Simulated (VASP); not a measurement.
# C4N (Im-3m) in VASP: further runs

C4N is run at these levels: PBE; tasks: single point, relaxation of cell and atoms.

Program: VASP 6.6.1. These are calculated values, not measurements. Logs are shortened: lines on timing, memory, paths and dates and some standing lists are left out, and cuts for length are marked.

### Step 1. The cell of the first run

It takes space group Im-3m (No. 229, cubic). The conventional cell has a = 4.201 Å, b = 4.201 Å, c = 4.201 Å, α = 90.00°, β = 90.00°, γ = 90.00°. C (site symmetry -3m) has 2 N at 1.82 Å and 6 C at 2.10 Å within 2.4 Å. Within 2.4 Å of N (site symmetry m-3m) lie 8 C at 1.82 Å.

### Step 2. Single point, PBE

Input file INCAR:

```
SYSTEM = C4N
PREC = Accurate
ENCUT = 520
EDIFF = 1E-6
ISMEAR = 0
SIGMA = 0.1
LREAL = .FALSE.
LASPH = .TRUE.
NELM = 80
ALGO = Normal
ISIF = 2
LWAVE = .FALSE.
LCHARG = .FALSE.
GGA = PE
NBANDS = 18
```

Input file KPOINTS:

```
regular mesh
0
G
  6 6 6
  0 0 0
```

Input file POSCAR:

```
C4N
1.0
   -2.1005590267      2.1005590267      2.1005590267
    2.1005590267     -2.1005590267      2.1005590267
    2.1005590267      2.1005590267     -2.1005590267
C N
4 1
Direct
    0.0000000000      0.0000000000      0.5000000000
    0.0000000000      0.5000000000      0.0000000000
    0.5000000000      0.0000000000      0.0000000000
    0.5000000000      0.5000000000      0.5000000000
    0.0000000000      0.0000000000      0.0000000000
```

Potentials or basis: VASP PAW PBE potentials, release 64 (C, N).

Started as:

```console
cat potpaw_PBE.64/C/POTCAR potpaw_PBE.64/N/POTCAR > POTCAR
mpirun -np 1 vasp_std > vasp.out
```

OUTCAR:

```text
SYSTEM = C4N
   PREC = Accurate
   ENCUT = 520
   EDIFF = 1E-6
   ISMEAR = 0
   LREAL = .FALSE.
   LASPH = .TRUE.
   NELM = 80
   ISIF = 2
   GGA = PE

 ion  position               nearest neighbor table
   1  0.000  0.000  0.500-   5 1.82   5 1.82
   2  0.000  0.500  0.000-   5 1.82   5 1.82
   3  0.500  0.000  0.000-   5 1.82   5 1.82
   4  0.500  0.500  0.500-   5 1.82   5 1.82
   5  0.000  0.000  0.000-   1 1.82   2 1.82   3 1.82   4 1.82   1 1.82   2 1.82   3 1.82   4 1.82

  LATTYP: Found a body centered cubic cell.
 ALAT       =     4.2011180534

  Lattice vectors:

 A1 = (  -2.1005590267,   2.1005590267,   2.1005590267)
 A2 = (   2.1005590267,  -2.1005590267,   2.1005590267)
 A3 = (   2.1005590267,   2.1005590267,  -2.1005590267)

Analysis of symmetry for initial positions (statically):
=====================================================================
 Subroutine PRICEL returns:
 Original cell was already a primitive cell.

 Routine SETGRP: Setting up the symmetry group for a
 body centered cubic supercell.

 Subroutine GETGRP returns: Found 48 space group operations
 (whereof 48 operations were pure point group operations)
 out of a pool of 48 trial point group operations.

The static configuration has the point symmetry O_h .

Analysis of symmetry for dynamics (positions and initial velocities):
=====================================================================
 Subroutine PRICEL returns:
 Original cell was already a primitive cell.

 Routine SETGRP: Setting up the symmetry group for a
 body centered cubic supercell.

 Subroutine GETGRP returns: Found 48 space group operations
 (whereof 48 operations were pure point group operations)
 out of a pool of 48 trial point group operations.

The dynamic configuration has the point symmetry O_h .

 Subroutine INISYM returns: Found 48 space group operations
 (whereof 48 operations are pure point group operations),
 and found     1 'primitive' translations

----------------------------------------------------------------------------------------

                                     Primitive cell

  volume of cell :      37.0736

  direct lattice vectors                    reciprocal lattice vectors
    -2.100559027  2.100559027  2.100559027     0.000000000  0.238031873  0.238031873
     2.100559027 -2.100559027  2.100559027     0.238031873  0.000000000  0.238031873
     2.100559027  2.100559027 -2.100559027     0.238031873  0.238031873  0.000000000

  length of vectors
     3.638274959  3.638274959  3.638274959     0.336627903  0.336627903  0.336627903

  position of ions in fractional coordinates (direct lattice)
     0.000000000  0.000000000  0.500000000
     0.000000000  0.500000000  0.000000000
     0.500000000  0.000000000  0.000000000
     0.500000000  0.500000000  0.500000000
     0.000000000  0.000000000  0.000000000

  ion indices of the primitive-cell ions
   primitive index   ion index
                 1           1
                 2           2
                 3           3
                 4           4
                 5           5

----------------------------------------------------------------------------------------

 KPOINTS: regular mesh

Automatic generation of k-mesh.
 Grid dimensions read from file:
 generate k-points for:    6    6    6

 Generating k-lattice:

  Cartesian coordinates                     Fractional coordinates (reciprocal lattice)
     0.000000000  0.039671979  0.039671979     0.166666667  0.000000000  0.000000000
     0.039671979  0.000000000  0.039671979     0.000000000  0.166666667  0.000000000
     0.039671979  0.039671979  0.000000000     0.000000000  0.000000000  0.166666667

  Length of vectors
     0.056104651  0.056104651  0.056104651

  Shift w.r.t. Gamma in fractional coordinates (k-lattice)
     0.000000000  0.000000000  0.000000000

 Subroutine IBZKPT returns following result:
 ===========================================

 Found     16 irreducible k-points:

 Following reciprocal coordinates:
            Coordinates               Weight
  0.000000  0.000000  0.000000      1.000000
  0.166667  0.000000  0.000000     12.000000
  0.333333  0.000000  0.000000     12.000000
  0.500000  0.000000  0.000000      6.000000
  0.166667  0.166667  0.000000     24.000000
  0.333333  0.166667  0.000000     48.000000
[... 8 lines left out ...]
  0.500000  0.500000  0.333333     12.000000
  0.500000  0.500000  0.500000      1.000000
   k-points           NKPTS =     16   k-points in BZ     NKDIM =     16   number of bands    NBANDS=     18
   number of dos      NEDOS =    301   number of ions     NIONS =      5
   total plane-waves  NPLWV =  21952
   dimension x,y,z NGX =    28 NGY =   28 NGZ =   28
   dimension x,y,z NGXF=    56 NGYF=   56 NGZF=   56
   ions per type =               4   1
   NGX,Y,Z   is equivalent  to a cutoff of  12.79, 12.79, 12.79 a.u.
   NGXF,Y,Z  is equivalent  to a cutoff of  25.59, 25.59, 25.59 a.u.
 SYSTEM =  C4N
   PREC   = accura    normal or accurate (medium, high low for compatibility)
   ISTART =      0    job   : 0-new  1-cont  2-samecut
   ICHARG =      2    charge: 1-file 2-atom 10-const
   ISPIN  =      1    spin polarized calculation?
   LNONCOLLINEAR =      F non collinear calculations
   LSORBIT =      F    spin-orbit coupling
   LASPH  =      T    aspherical Exc in radial PAW
   ENCUT  =  520.0 eV  38.22 Ry    6.18 a.u.   6.76  6.76  6.76*2*pi/ulx,y,z
   NELM   =     80;   NELMIN=  2; NELMDL= -5     # of ELM steps
   EDIFF  = 0.1E-05   stopping-criterion for ELM
   LREAL  =      F    real-space projection
   EDIFFG = 0.1E-04   stopping-criterion for IOM
   NSW    =      0    number of steps for IOM
   IBRION =     -1    ionic relax: 0-MD 1-quasi-New 2-CG
   NFREE  =      0    steps in history (QN), initial steepest desc. (CG)
   ISIF   =      2    stress and relaxation
   ISYM   =      2    0-nonsym 1-usesym 2-fastsym
   POTIM  = 0.5000    time-step for ionic-motion
   TEBEG  =    0.0;   TEEND  =   0.0 temperature during run
   PSTRESS=    0.0 pullay stress
   NELECT =      21.0000    total number of electrons
   NUPDOWN=      -1.0000    fix difference up-down
   EMIN   =  10.00;   EMAX   =-10.00  energy-range for DOS
   EFERMI =   0.00;   METHOD = LEGACY
   ISMEAR =     0;   SIGMA  =   0.10  broadening in eV -4-tet -1-fermi 0-gaus
   EFERMI_NEDOS =   21; number of points for ismear=-14 and -15
   IALGO  =     38    algorithm
   IMIX   =      4    mixing-type and parameters
     AMIX     =   0.40;   BMIX     =  1.00
     AMIX_MAG =   1.60;   BMIX_MAG =  1.00
  volume/ion in A,a.u.               =       7.41        50.04
  Fermi-wavevector in a.u.,A,eV,Ry     =   1.354544  2.559717 24.963817  1.834789
  Thomas-Fermi vector in A             =   2.481706
   LORBIT       =      0    0 simple, 1 ext, 2 COOP (PROOUT), +10 PAW based schemes
   GGA     = PE    functional components
   LHFCALC =     F    Hartree Fock is set to
   AEXX    =    0.0000 exact exchange contribution
   IVDW    =     0    specifies the selected vdW correction
   LEPSILON=     F    determine dielectric tensor
   LRPA    =     F    only Hartree local field effects (RPA)
 non-spin polarized calculation
 Gauss-broadening in eV      SIGMA  =   0.10
  energy-cutoff  :      520.00
  volume of cell :       37.07
 maximum number of plane-waves:      1048
   NGX = 13   NGY = 13   NGZ = 13

 number of electron      21.0000001 magnetization

 Free energy of the ion-electron system (eV)
  ---------------------------------------------------
  ext. energy  EPLUGINS =         0.00000000
  ---------------------------------------------------
  free energy    TOTEN  =       -24.42605945 eV

  energy without entropy =      -24.40541536  energy(sigma->0) =      -24.41573740

 E-fermi :   7.0512     XC(G=0): -12.3702

 val. band max:        7.0241958740   @ k =  -0.1667   0.1667   0.1667
 cond. band min:       7.0768904246   @ k =   0.5000   0.0000   0.0000
 fundamental gap:      0.0526945506
 Fermi energy:         7.0511703099

 k-point     1 :       0.0000    0.0000    0.0000
  band No.  band energies     occupation
      1     -14.0243      2.00000
      2      -2.7123      2.00000
      3      -2.7123      2.00000
      4      -2.7123      2.00000
      5      -1.9625      2.00000
      6       0.6553      2.00000
[... 10 lines left out ...]
     17      14.6842      0.00000
     18      15.4524      0.00000

 k-point     2 :       0.1667    0.0000    0.0000
  band No.  band energies     occupation
      1     -13.7652      2.00000
      2      -4.8266      2.00000
      3      -3.3417      2.00000
      4      -2.6575      2.00000
      5      -1.0127      2.00000
      6      -0.2333      2.00000
[... 10 lines left out ...]
     17      14.8660      0.00000
     18      15.1224      0.00000

 k-point     3 :       0.3333    0.0000    0.0000
  band No.  band energies     occupation
      1     -13.1165      2.00000
      2      -6.9395      2.00000
      3      -4.1257      2.00000
      4      -2.5654      2.00000
      5      -1.7015      2.00000
      6      -1.1623      2.00000
[... 10 lines left out ...]
     17      13.0225      0.00000
     18      14.2702      0.00000

 k-point     4 :       0.5000    0.0000    0.0000
  band No.  band energies     occupation
      1     -12.6733      2.00000
      2      -7.8974      2.00000
      3      -4.4177      2.00000
      4      -2.5293      2.00000
      5      -2.0374      2.00000
      6      -1.4918      2.00000
[... 207 lines left out ...]
      4      -5.7349      2.00000
      5      -0.2139      2.00000
      6       1.7414      2.00000
[... 10 lines left out ...]
     17      13.5317      0.00000
     18      13.6001      0.00000

 k-point    15 :       0.5000    0.5000    0.3333
  band No.  band energies     occupation
      1     -12.0729      2.00000
      2      -6.8733      2.00000
      3      -6.0487      2.00000
      4      -5.7978      2.00000
      5      -0.2561      2.00000
      6       0.2705      2.00000
[... 10 lines left out ...]
     17      13.0613      0.00000
     18      13.2840      0.00000

 k-point    16 :       0.5000    0.5000    0.5000
  band No.  band energies     occupation
      1     -11.8244      2.00000
      2      -6.3651      2.00000
      3      -6.3651      2.00000
      4      -6.3651      2.00000
      5      -0.9190      2.00000
      6      -0.9190      2.00000
[... 10 lines left out ...]
     17      13.2089      0.00000
     18      13.9995      0.00000

------------------------ aborting loop because EDIFF is reached ----------------------------------------

  FORCE on cell =-STRESS in cart. coord.  units (eV):
  Direction    XX          YY          ZZ          XY          YZ          ZX
  --------------------------------------------------------------------------------------
  -------------------------------------------------------------------------------------
  Total        0.0015365      0.0015365      0.0015365      0.0000000      0.0000000      0.0000000
  in kB        0.0664021      0.0664021      0.0664021      0.0000000      0.0000000      0.0000000
  external PRESSURE =       0.0664021 kB  Pullay stress =       0.0000000 kB

 VOLUME and BASIS-vectors are now :
 -----------------------------------------------------------------------------
  energy-cutoff  :      520.00
  volume of cell :       37.07
      direct lattice vectors                 reciprocal lattice vectors
    -2.100559027  2.100559027  2.100559027     0.000000000  0.238031873  0.238031873
     2.100559027 -2.100559027  2.100559027     0.238031873  0.000000000  0.238031873
     2.100559027  2.100559027 -2.100559027     0.238031873  0.238031873  0.000000000

 POSITION                                       TOTAL-FORCE (eV/Angst)
 -----------------------------------------------------------------------------------
      1.05028      1.05028     -1.05028        -0.000000      0.000000      0.000000
      1.05028     -1.05028      1.05028        -0.000000      0.000000      0.000000
     -1.05028      1.05028      1.05028         0.000000     -0.000000     -0.000000
      1.05028      1.05028      1.05028         0.000000     -0.000000      0.000000
      0.00000      0.00000      0.00000         0.000000     -0.000000     -0.000000
 -----------------------------------------------------------------------------------
    total drift:                               -0.000000     -0.000000      0.000000

  FREE ENERGIE OF THE ION-ELECTRON SYSTEM (eV)
  ---------------------------------------------------
  free  energy   TOTEN  =       -24.4260594465 eV

  energy  without entropy=      -24.4054153614  energy(sigma->0) =      -24.41573740
```

It took 22 s on 1 thread of AMD EPYC 7R13, shared host; peak memory 0.12 GiB.

Results:

| Quantity | Value |
| --- | --- |
| Free energy | -24.4261 eV |
| Pressure | 0.0 GPa |

### Step 3. Relaxation of cell and atoms, PBE

This run uses another cell than the first one, of 12.04 Å³/atom, 1.623 times its volume.

Input file INCAR:

```
SYSTEM = C4N
  ALGO = Normal
  EDIFF = 1E-6
  EDIFFG = -0.04
  ENCUT = 600
  GGA = PE
  IBRION = 2
  ISIF = 3
  ISMEAR = 0
  LASPH = .True.
  LCHARG = .False.
  LREAL = .False.
  LWAVE = .False.
  NELM = 80
  NSW = 90
  PREC = Accurate
  SIGMA = 0.1
```

Input file KPOINTS:

```
k-points
0
Gamma
  6 6 6
  0 0 0
```

POSCAR: that of step 2 with these lines changed.

```diff
@@ -2,5 +2,5 @@
 1.0
-   -2.1005590267      2.1005590267      2.1005590267
-    2.1005590267     -2.1005590267      2.1005590267
-    2.1005590267      2.1005590267     -2.1005590267
+   -2.4686644100      2.4686644100      2.4686644100
+    2.4686644100     -2.4686644100      2.4686644100
+    2.4686644100      2.4686644100     -2.4686644100
 C N
```

Potentials or basis: VASP PAW PBE potentials, release 64 (C, N).

Started as:

```console
cat potpaw_PBE.64/C/POTCAR potpaw_PBE.64/N/POTCAR > POTCAR
mpirun -np 1 vasp_std > vasp.out
```

Run time: 97 s. Hardware: 1 thread of AMD EPYC 7R13, shared host; peak memory 0.17 GiB.

The run converged. Its results:

- Free energy: -24.4713 eV
- Relaxed volume: 7.38 Å³/atom
- Relaxed cell: a = 3.633 Å, b = 3.633 Å, c = 3.633 Å, α = 109.47°, β = 109.47°, γ = 109.47°
- Space group after relaxing (to 0.05 Å): Im-3m (No. 229)
- Energy gained by relaxing: 580.6 meV/atom
- Ionic steps: 4
- Pressure after relaxing: 0.4 GPa

Step by step:
| step | energy change (eV) | largest force (eV/Å) | pressure (GPa) | volume (Å³) |
| --- | --- | --- | --- | --- |
| 1 | 0.0000 | 0.0000 | -27.84 | 60.18 |
| 2 | -2.5019 | 0.0000 | -16.84 | 43.74 |
| 3 | -2.8860 | 0.0000 | -4.23 | 38.34 |
| 4 | -2.9029 | 0.0000 | 0.43 | 36.91 |

Final structure:
```xyz
5
Lattice="-2.0974 2.0974 2.0974 2.0974 -2.0974 2.0974 2.0974 2.0974 -2.0974" Properties=species:S:1:pos:R:3 pbc="T T T"
C     1.0487    1.0487    3.1461
C    -1.0487    1.0487    3.1461
C     3.1461    1.0487    1.0487
C     1.0487    1.0487    1.0487
N     2.0974    2.0974   -2.0974
```

Levels at points of the mesh, in eV from the Fermi level:
| k point | band 6 | band 7 | band 8 | band 9 | band 10 | band 11 | band 12 | band 13 | band 14 |
| --- | --- | --- | --- | --- | --- | --- | --- | --- | --- |
| (0.00, 0.00, 0.00) | -6.40 | -6.40 | -6.40 | -4.18 | -4.18 | -4.18 | 3.25 | 3.25 | 3.25 |
| (0.50, 0.00, 0.00) | -8.57 | -3.00 | -2.28 | -1.15 | -0.98 | 0.04 | 0.74 | 1.78 | 1.88 |
| (0.50, 0.50, 0.50) | -8.02 | -1.93 | -1.93 | -1.93 | -0.66 | 0.19 | 0.19 | 0.19 | 2.76 |

Caveat: the volume moved by over 15 % at a fixed basis, so the end points are rough.
